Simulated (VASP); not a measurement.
A run of VASP 6.6.1:

File INCAR:

```
ALGO     = Fast           # electronic algorithm
EDIFF    = 1E-6           # SCF threshold, eV
ENCUT    = 520            # plane-wave cutoff, eV
GGA      = PE             # functional
ISIF     = 2              # what is computed and relaxed
ISMEAR   = 0              # smearing method
LASPH    = T              # aspherical terms in the spheres
LCHARG   = F              # write CHGCAR
LREAL    = F              # projectors in reciprocal space
LWAVE    = F              # write WAVECAR
NBANDS   = 40             # bands
NELM     = 100            # most SCF steps
PREC     = Accurate       # precision mode
SIGMA    = 0.15           # smearing width, eV
```

The input KPOINTS:

```
k-points
0
Gamma
  9 9 6
```

The input POSCAR:

```
Ta3Si6H
1.0
    4.8051009206      0.0000000000      0.0000000000
   -2.4025504603      4.1613394650      0.0000000000
    0.0000000000      0.0000000000      6.5988658849
Ta Si H
3 6 1
Direct
    0.5000000000      0.0000000000      0.5000000000
    0.5000000000      0.5000000000      0.8333333333
    0.0000000000      0.5000000000      0.1666666667
    0.1589199921      0.3178399842      0.5000000000
    0.8410800079      0.1589199921      0.8333333333
    0.6821600158      0.8410800079      0.1666666667
    0.8410800079      0.6821600158      0.5000000000
    0.1589199921      0.8410800079      0.8333333333
    0.3178399842      0.1589199921      0.1666666667
    0.6744133412     -0.1511733176      0.6666666667
```

Potentials or basis: VASP PAW PBE potentials, release 64 (Ta_pv, Si, H).

Launch:

```console
$ cat potpaw_PBE.64/Ta_pv/POTCAR potpaw_PBE.64/Si/POTCAR potpaw_PBE.64/H/POTCAR > POTCAR
$ mpirun -np 1 vasp_std > vasp.out
```

Hardware: 1 thread of Oxide Virtual Turin-like Processor, on a shared host.

Q: Estimate the wall time of this run.

A: Wall time 14 min on 1 thread of Oxide Virtual Turin-like Processor, with other jobs on the host, peak memory 0.95 GiB. Counts: scf iterations 15, k points 244.
